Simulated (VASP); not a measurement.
# C (P6_3/mmc) in VASP: a series of runs

C is run at these levels: LDA; tasks: single point.

The COD entry that gives the cell may itself be a prediction, so a difference from it is no test against experiment.

Program: VASP 6.6.1. These are calculated values, not measurements. Logs are shortened: lines on timing, memory, paths and dates and some standing lists are left out, and cuts for length are marked.

## 1. The cell of the first run

The structure is hexagonal, space group P6_3/mmc (No. 194). The conventional cell has a = 2.519 Å, b = 2.519 Å, c = 8.023 Å, α = 90.00°, β = 90.00°, γ = 120.00°. Within 2.0 Å of C (site symmetry 3m) lie 4 C at 1.52 to 1.56 Å. Within 2.0 Å of C (site symmetry 3m) lie 4 C at 1.52 to 1.57 Å.

## 2. Single point, LDA (mode 21 frozen in at +0.036 Å, strain +e along z and -e/2 along x and y -0.0233)

INCAR reads:

```
ALGO = Normal ; EDIFF = 1E-7
ENCUT = 520 ; GGA = CA
ISIF = 2 ; ISMEAR = 0
LASPH = T ; LCHARG = F
LREAL = F ; LWAVE = F
NBANDS = 26 ; NELM = 100
PREC = Accurate ; SIGMA = 0.05
```

KPOINTS reads:

```
k-points
0
Gamma
  12 12 4
```

POSCAR reads:

```
C
1.0
    2.5186290723      0.0000000000      0.0000000000
   -1.2593145361      2.1811967593      0.0000000000
    0.0000000000      0.0000000000      8.0228736867
C
8
Direct
    0.0000000000      0.0000000000      0.0973191510
    0.0000000000      0.0000000000      0.5973191510
    0.0000000000      0.0000000000      0.4026808490
    0.0000000000      0.0000000000      0.9026808490
    0.3333333333      0.6666666667      0.1521368824
    0.6666666667      0.3333333333      0.6521368824
    0.3333333333      0.6666666667      0.3478631176
    0.6666666667      0.3333333333      0.8478631176
```

Potentials or basis: VASP PAW LDA potentials, release 64 (C).

Command:

```bash
$ cat potpaw_LDA.64/C/POTCAR > POTCAR
$ mpirun -np 1 vasp_std > vasp.out
```

OUTCAR:

```text
EDIFF = 1E-7
   ENCUT = 520
   GGA = CA
   ISIF = 2
   ISMEAR = 0
   LASPH = T
   LREAL = F
   NELM = 100
   PREC = Accurate

 ion  position               nearest neighbor table
   1  0.000  0.000  0.097-   5 1.52   5 1.52   5 1.52   4 1.56
   2  0.000  0.000  0.597-   6 1.52   6 1.52   6 1.52   3 1.56
   3  0.000  0.000  0.403-   7 1.52   7 1.52   7 1.52   2 1.56
   4  0.000  0.000  0.903-   8 1.52   8 1.52   8 1.52   1 1.56
   5  0.333  0.667  0.152-   1 1.52   1 1.52   1 1.52   7 1.57
   6  0.667  0.333  0.652-   2 1.52   2 1.52   2 1.52   8 1.57
   7  0.333  0.667  0.348-   3 1.52   3 1.52   3 1.52   5 1.57
   8  0.667  0.333  0.848-   4 1.52   4 1.52   4 1.52   6 1.57

  LATTYP: Found a hexagonal cell.
 ALAT       =     2.5186290723
 C/A-ratio  =     3.1854129593

  Lattice vectors:

 A1 = (   2.5186290723,   0.0000000000,   0.0000000000)
 A2 = (  -1.2593145361,   2.1811967593,   0.0000000000)
 A3 = (   0.0000000000,   0.0000000000,   8.0228736867)

Analysis of symmetry for initial positions (statically):
=====================================================================
 Subroutine PRICEL returns:
 Original cell was already a primitive cell.

 Routine SETGRP: Setting up the symmetry group for a
 hexagonal supercell.

 Subroutine GETGRP returns: Found 24 space group operations
 (whereof 12 operations were pure point group operations)
 out of a pool of 24 trial point group operations.

The static configuration has the point symmetry D_3d.
 The point group associated with its full space group is D_6h.

Analysis of symmetry for dynamics (positions and initial velocities):
=====================================================================
 Subroutine PRICEL returns:
 Original cell was already a primitive cell.

 Routine SETGRP: Setting up the symmetry group for a
 hexagonal supercell.

 Subroutine GETGRP returns: Found 24 space group operations
 (whereof 12 operations were pure point group operations)
 out of a pool of 24 trial point group operations.

The dynamic configuration has the point symmetry D_3d.
 The point group associated with its full space group is D_6h.

 Subroutine INISYM returns: Found 24 space group operations
 (whereof 12 operations are pure point group operations),
 and found     1 'primitive' translations

----------------------------------------------------------------------------------------

                                     Primitive cell

[... 102 lines left out ...]
   EDIFF  = 0.1E-06   stopping-criterion for ELM
   LREAL  =      F    real-space projection
   EDIFFG = 0.1E-05   stopping-criterion for IOM
   NSW    =      0    number of steps for IOM
   IBRION =     -1    ionic relax: 0-MD 1-quasi-New 2-CG
   NFREE  =      0    steps in history (QN), initial steepest desc. (CG)
   ISIF   =      2    stress and relaxation
   ISYM   =      2    0-nonsym 1-usesym 2-fastsym
   POTIM  = 0.5000    time-step for ionic-motion
   TEBEG  =    0.0;   TEEND  =   0.0 temperature during run
   PSTRESS=    0.0 pullay stress
   NELECT =      32.0000    total number of electrons
   NUPDOWN=      -1.0000    fix difference up-down
   EMIN   =  10.00;   EMAX   =-10.00  energy-range for DOS
   EFERMI =   0.00;   METHOD = LEGACY
   ISMEAR =     0;   SIGMA  =   0.05  broadening in eV -4-tet -1-fermi 0-gaus
   EFERMI_NEDOS =   21; number of points for ismear=-14 and -15
   IALGO  =     38    algorithm
   IMIX   =      4    mixing-type and parameters
     AMIX     =   0.40;   BMIX     =  1.00
     AMIX_MAG =   1.60;   BMIX_MAG =  1.00
  volume/ion in A,a.u.               =       5.51        37.18
  Fermi-wavevector in a.u.,A,eV,Ry     =   1.471392  2.780528 29.456550  2.164995
  Thomas-Fermi vector in A             =   2.586534
   LORBIT       =      0    0 simple, 1 ext, 2 COOP (PROOUT), +10 PAW based schemes
   GGA     = CA    functional components
   LHFCALC =     F    Hartree Fock is set to
   AEXX    =    0.0000 exact exchange contribution
   IVDW    =     0    specifies the selected vdW correction
   LEPSILON=     F    determine dielectric tensor
   LRPA    =     F    only Hartree local field effects (RPA)
 non-spin polarized calculation
 Gauss-broadening in eV      SIGMA  =   0.05
  energy-cutoff  :      520.00
  volume of cell :       44.07
 maximum number of plane-waves:      1212
 NGX is ok and might be reduce to    20
   NGX =  9   NGY =  9   NGZ = 29

 number of electron      31.9999999 magnetization

 Free energy of the ion-electron system (eV)
  ---------------------------------------------------
  ext. energy  EPLUGINS =         0.00000000
  ---------------------------------------------------
  free energy    TOTEN  =       -80.49766559 eV

  energy without entropy =      -80.49766559  energy(sigma->0) =      -80.49766559

 E-fermi :  11.3950     XC(G=0): -13.6383

 val. band max:       11.1380399739   @ k =   0.0000   0.0000   0.0000
 cond. band min:      14.3140418334   @ k =   0.5000   0.0000   0.0000
 fundamental gap:      3.1760018595
 Fermi energy:        11.3950478481

 k-point     1 :       0.0000    0.0000    0.0000
  band No.  band energies     occupation
      1     -11.5695      2.00000
      2      -9.7527      2.00000
      3      -9.7420      2.00000
      4      -5.3019      2.00000
      5      -3.1867      2.00000
      6       4.1406      2.00000
[... 685 lines left out ...]
     25      21.4240      0.00000
     26      23.1107      0.00000

 [... further k-points ...]
[... 5 lines left out ...]
  --------------------------------------------------------------------------------------
  -------------------------------------------------------------------------------------
  Total       -2.8383242     -2.8383242      7.9603983     -0.0000000      0.0000000      0.0000000
  in kB     -103.1771610   -103.1771609    289.3719098     -0.0000000      0.0000000      0.0000000
  external PRESSURE =      27.6725293 kB  Pullay stress =       0.0000000 kB

 VOLUME and BASIS-vectors are now :
 -----------------------------------------------------------------------------
  energy-cutoff  :      520.00
  volume of cell :       44.07
      direct lattice vectors                 reciprocal lattice vectors
     2.518629072  0.000000000  0.000000000     0.397041395  0.229231956  0.000000000
    -1.259314536  2.181196759  0.000000000     0.000000000  0.458463912  0.000000000
     0.000000000  0.000000000  8.022873687     0.000000000  0.000000000  0.124643618

 POSITION                                       TOTAL-FORCE (eV/Angst)
 -----------------------------------------------------------------------------------
      0.00000      0.00000      0.78078         0.000000     -0.000000     -2.469324
      0.00000      0.00000      4.79222        -0.000000      0.000000     -2.469324
      0.00000      0.00000      3.23066         0.000000     -0.000000      2.469324
      0.00000      0.00000      7.24209        -0.000000      0.000000      2.469324
     -0.00000      1.45413      1.22057        -0.000000      0.000000      1.825093
      1.25931      0.72707      5.23201         0.000000     -0.000000      1.825093
     -0.00000      1.45413      2.79086        -0.000000      0.000000     -1.825093
      1.25931      0.72707      6.80230         0.000000      0.000000     -1.825093
 -----------------------------------------------------------------------------------
    total drift:                               -0.000000     -0.000000      0.000000

  FREE ENERGIE OF THE ION-ELECTRON SYSTEM (eV)
  ---------------------------------------------------
  free  energy   TOTEN  =       -80.4976655902 eV

  energy  without entropy=      -80.4976655902  energy(sigma->0) =      -80.49766559
```

OSZICAR:

```text
N       E                     dE             d eps       ncg     rms          rms(c)
DAV:   1     0.534436277634E+02    0.53444E+02   -0.16636E+04  2964   0.120E+03
DAV:   2    -0.789592397794E+02   -0.13240E+03   -0.12468E+03  3894   0.230E+02
DAV:   3    -0.839166239522E+02   -0.49574E+01   -0.49213E+01  4016   0.390E+01
DAV:   4    -0.839604478035E+02   -0.43824E-01   -0.43771E-01  3784   0.417E+00
DAV:   5    -0.839612128267E+02   -0.76502E-03   -0.76456E-03  4006   0.495E-01    0.118E+01
DAV:   6    -0.813921045923E+02    0.25691E+01   -0.17193E+00  3454   0.691E+00    0.684E+00
DAV:   7    -0.805006896447E+02    0.89141E+00   -0.20455E+00  3564   0.769E+00    0.144E+00
DAV:   8    -0.804977267755E+02    0.29629E-02   -0.52507E-02  3840   0.127E+00    0.705E-02
DAV:   9    -0.804976554253E+02    0.71350E-04   -0.55748E-04  3838   0.150E-01    0.306E-02
DAV:  10    -0.804976661084E+02   -0.10683E-04   -0.25519E-05  3788   0.294E-02    0.649E-03
DAV:  11    -0.804976655753E+02    0.53310E-06   -0.22336E-06  3900   0.853E-03    0.216E-03
DAV:  12    -0.804976655902E+02   -0.14866E-07   -0.14565E-07  2950   0.260E-03
   1 F= -.80497666E+02 E0= -.80497666E+02  d E =-.164204E-15
```

Run time: 66 s. Hardware: 1 thread of Intel Xeon Platinum 8259CL at 2.50GHz (Skylake/Cascade Lake), shared host; peak memory 0.16 GiB.

What came out:

```yaml
Free_energy: -80.4977 eV
Pressure: 2.8 GPa
Largest_force: 2.469 eV/Å
Band_gap_on_the_k_mesh: 3.18 eV, indirect (least direct gap 4.51 eV)
```

Forces in eV/Å, atoms in the order of the input:
```
C    0.000  0.000 -2.469
C    0.000  0.000 -2.469
C    0.000  0.000  2.469
C    0.000  0.000  2.469
C    0.000  0.000  1.825
C    0.000  0.000  1.825
C    0.000  0.000 -1.825
C    0.000  0.000 -1.825
```

Stress tensor (GPa, compression positive):
```
-10.32   0.00   0.00
  0.00 -10.32   0.00
  0.00   0.00  28.94
```

Caveat: the cell differs from its parent crystal (mode 21 frozen in at +0.036 Å, strain +e along z and -e/2 along x and y -0.0233); forces of over 1 eV/Å act on the atoms, so gaps and moduli don't describe the material at rest. A k mesh can miss the band edges.

## 3. Single point, LDA (mode 21 frozen in at +0.024 Å, strain +e along z and -e/2 along x and y +0.0233)

INCAR reads:

```
ALGO     = Normal         # electronic algorithm
EDIFF    = 1E-6           # SCF threshold, eV
ENCUT    = 520            # plane-wave cutoff, eV
GGA      = CA             # functional
ISIF     = 2              # what is computed and relaxed
ISMEAR   = 0              # smearing method
LASPH    = T              # aspherical terms in the spheres
LCHARG   = F              # write CHGCAR
LREAL    = F              # projectors in reciprocal space
LWAVE    = F              # write WAVECAR
NBANDS   = 26             # bands
NELM     = 60             # most SCF steps
PREC     = Accurate       # precision mode
SIGMA    = 0.05           # smearing width, eV
```

KPOINTS is that of step 2.

POSCAR reads:

```
C
1.0
    2.4606208111      0.0000000000      0.0000000000
   -1.2303104055      2.1309601315      0.0000000000
    0.0000000000      0.0000000000      8.4056584863
C
8
Direct
    0.0000000000      0.0000000000      0.0958582779
    0.0000000000      0.0000000000      0.5958582779
    0.0000000000      0.0000000000      0.4041417221
    0.0000000000      0.0000000000      0.9041417221
    0.3333333333      0.6666666667      0.1532727096
    0.6666666667      0.3333333333      0.6532727096
    0.3333333333      0.6666666667      0.3467272904
    0.6666666667      0.3333333333      0.8467272904
```

Potentials or basis: VASP PAW LDA potentials, release 64 (C).

Command:

```bash
$ cat potpaw_LDA.64/C/POTCAR > POTCAR
$ mpirun -np 1 vasp_std > vasp.out
```

It took 49 s on 1 thread of Intel Xeon Platinum 8259CL at 2.50GHz (Skylake/Cascade Lake), shared host; peak memory 0.16 GiB.

Results (log left out):

| Quantity | Value |
| --- | --- |
| Free energy | -80.6308 eV |
| Pressure | 4.9 GPa |
| Largest force | 1.567 eV/Å |
| Band gap on the k mesh | 3.43 eV, direct |

Forces in eV/Å, atoms in the order of the input:
```
C    0.000  0.000 -1.567
C    0.000  0.000 -1.567
C    0.000  0.000  1.567
C    0.000  0.000  1.567
C    0.000  0.000  1.310
C    0.000  0.000  1.310
C    0.000  0.000 -1.310
C    0.000  0.000 -1.310
```

Stress tensor (GPa, compression positive):
```
 18.98   0.00   0.00
  0.00  18.98   0.00
  0.00   0.00 -23.38
```

Levels at points of the mesh, in eV from the valence-band top:
| k point | band 14 | band 15 | band 16 | band 17 | band 18 | band 19 |
| --- | --- | --- | --- | --- | --- | --- |
| (0.00, 0.00, 0.00) | -0.87 | -0.87 | 0.00 | 3.43 | 5.50 | 5.50 |
| (0.50, 0.00, 0.00) | -5.08 | -4.05 | -3.97 | 4.48 | 4.56 | 5.42 |
| (0.00, 0.00, 0.50) | -1.36 | -1.36 | -1.36 | 5.74 | 5.74 | 6.08 |
| (0.50, 0.00, 0.50) | -4.99 | -4.61 | -4.61 | 4.80 | 4.80 | 6.24 |

Caveat: the cell differs from its parent crystal (mode 21 frozen in at +0.024 Å, strain +e along z and -e/2 along x and y +0.0233); forces of over 1 eV/Å act on the atoms, so gaps and moduli don't describe the material at rest. A k mesh can miss the band edges.

## 4. Single point, LDA (mode 21 frozen in at -0.012 Å, strain +e along z and -e/2 along x and y +0.0000)

INCAR reads:

```
ALGO = Normal ; EDIFF = 1E-6
ENCUT = 520 ; ISIF = 2
ISMEAR = 0 ; LASPH = T
LCHARG = T ; LELF = T
LREAL = F ; LVHAR = T
LWAVE = F ; NBANDS = 26
NELM = 100 ; PREC = Accurate
SIGMA = 0.05
```

KPOINTS is that of step 3.

POSCAR reads:

```
C
1.0
    2.4896249417      0.0000000000      0.0000000000
   -1.2448124708      2.1560784454      0.0000000000
    0.0000000000      0.0000000000      8.2142660865
C
8
Direct
    0.0000000000      0.0000000000      0.0914756587
    0.0000000000      0.0000000000      0.5914756587
    0.0000000000      0.0000000000      0.4085243413
    0.0000000000      0.0000000000      0.9085243413
    0.3333333333      0.6666666667      0.1566801912
    0.6666666667      0.3333333333      0.6566801912
    0.3333333333      0.6666666667      0.3433198088
    0.6666666667      0.3333333333      0.8433198088
```

Command:

```bash
$ cat potpaw_LDA.64/C/POTCAR > POTCAR
$ mpirun -np 1 vasp_std > vasp.out
```

Run time: 67 s. Hardware: 1 thread of Intel Xeon Platinum 8259CL at 2.50GHz (Skylake/Cascade Lake), shared host; peak memory 0.16 GiB.

The run converged. Its results:

| Property | Result |
| --- | --- |
| Free energy | -80.8720 eV |
| Pressure | 1.7 GPa |
| Largest force | 0.956 eV/Å |
| Band gap on the k mesh | 4.40 eV, indirect (least direct gap 4.98 eV) |

Forces in eV/Å, atoms in the order of the input:
```
C    0.000  0.000  0.956
C    0.000  0.000  0.956
C    0.000  0.000 -0.956
C    0.000  0.000 -0.956
C    0.000  0.000 -0.732
C    0.000  0.000 -0.732
C    0.000  0.000  0.732
C    0.000  0.000  0.732
```

Stress tensor (GPa, compression positive):
```
1.06 0.00 0.00
0.00 1.06 0.00
0.00 0.00 3.02
```

Levels at points of the mesh, in eV from the valence-band top:
| k point | band 13 | band 14 | band 15 | band 16 | band 17 | band 18 | band 19 | band 20 |
| --- | --- | --- | --- | --- | --- | --- | --- | --- |
| (0.00, 0.00, 0.00) | -1.90 | -0.82 | 0.00 | 0.00 | 4.98 | 4.98 | 5.65 | 6.99 |
| (0.50, 0.00, 0.00) | -5.14 | -5.14 | -4.15 | -3.04 | 4.49 | 5.36 | 5.94 | 5.96 |
| (0.00, 0.00, 0.50) | -0.72 | -0.72 | -0.72 | -0.72 | 5.83 | 5.83 | 5.83 | 5.83 |
| (0.50, 0.00, 0.50) | -5.22 | -5.22 | -3.80 | -3.80 | 4.84 | 4.84 | 6.68 | 6.68 |

Caveat: the cell differs from its parent crystal (mode 21 frozen in at -0.012 Å, strain +e along z and -e/2 along x and y +0.0000). A k mesh can miss the band edges.

## 5. Single point, LDA (mode 21 frozen in at -0.048 Å, strain +e along z and -e/2 along x and y +0.0233)

INCAR reads:

```
SYSTEM = C
ALGO = Normal
EDIFF = 1E-7
ENCUT = 520
GGA = CA
ISIF = 2
ISMEAR = 0
LASPH = .TRUE.
LCHARG = .TRUE.
LELF = .TRUE.
LREAL = .FALSE.
LVHAR = .TRUE.
LWAVE = .FALSE.
NBANDS = 26
NELM = 100
PREC = Accurate
SIGMA = 0.05
```

KPOINTS reads:

```
k-points
0
G
  12 12 4
  0 0 0
```

POSCAR reads:

```
C
1.0
    2.4606208111      0.0000000000      0.0000000000
   -1.2303104055      2.1309601315      0.0000000000
    0.0000000000      0.0000000000      8.4056584863
C
8
Direct
    0.0000000000      0.0000000000      0.0870930396
    0.0000000000      0.0000000000      0.5870930396
    0.0000000000      0.0000000000      0.4129069604
    0.0000000000      0.0000000000      0.9129069604
    0.3333333333      0.6666666667      0.1600876728
    0.6666666667      0.3333333333      0.6600876728
    0.3333333333      0.6666666667      0.3399123272
    0.6666666667      0.3333333333      0.8399123272
```

Command:

```bash
$ cat potpaw_LDA.64/C/POTCAR > POTCAR
$ mpirun -np 1 vasp_std > vasp.out
```

It took 61 s on 1 thread of Intel Xeon Platinum 8259CL at 2.50GHz (Skylake/Cascade Lake), shared host; peak memory 0.16 GiB.

Results (log left out):

```yaml
Free_energy: -80.1981 eV
Pressure: 2.1 GPa
Largest_force: 3.928 eV/Å
Band_gap_on_the_k_mesh: 3.14 eV, indirect (least direct gap 4.24 eV)
```

Forces on the atoms (eV/Å):
```
C    0.000  0.000  3.928
C    0.000  0.000  3.928
C    0.000  0.000 -3.928
C    0.000  0.000 -3.928
C    0.000  0.000 -2.934
C    0.000  0.000 -2.934
C    0.000  0.000  2.934
C    0.000  0.000  2.934
```

Stress tensor (GPa, compression positive):
```
 14.99   0.00   0.00
  0.00  14.99   0.00
  0.00   0.00 -23.62
```

Levels at points of the mesh, in eV from the valence-band top:
| k point | band 14 | band 15 | band 16 | band 17 | band 18 | band 19 |
| --- | --- | --- | --- | --- | --- | --- |
| (0.00, 0.00, 0.00) | -2.03 | 0.00 | 0.00 | 4.24 | 4.24 | 5.27 |
| (0.50, 0.00, 0.00) | -5.38 | -5.30 | -3.18 | 3.92 | 4.43 | 5.41 |
| (0.00, 0.00, 0.50) | -0.80 | -0.80 | -0.80 | 5.22 | 5.22 | 5.22 |
| (0.50, 0.00, 0.50) | -6.42 | -3.98 | -3.98 | 4.69 | 4.69 | 5.23 |

Caveat: the cell differs from its parent crystal (mode 21 frozen in at -0.048 Å, strain +e along z and -e/2 along x and y +0.0233); forces of over 1 eV/Å act on the atoms, so gaps and moduli don't describe the material at rest. A k mesh can miss the band edges.

(Part 1 of 2 ends here.)
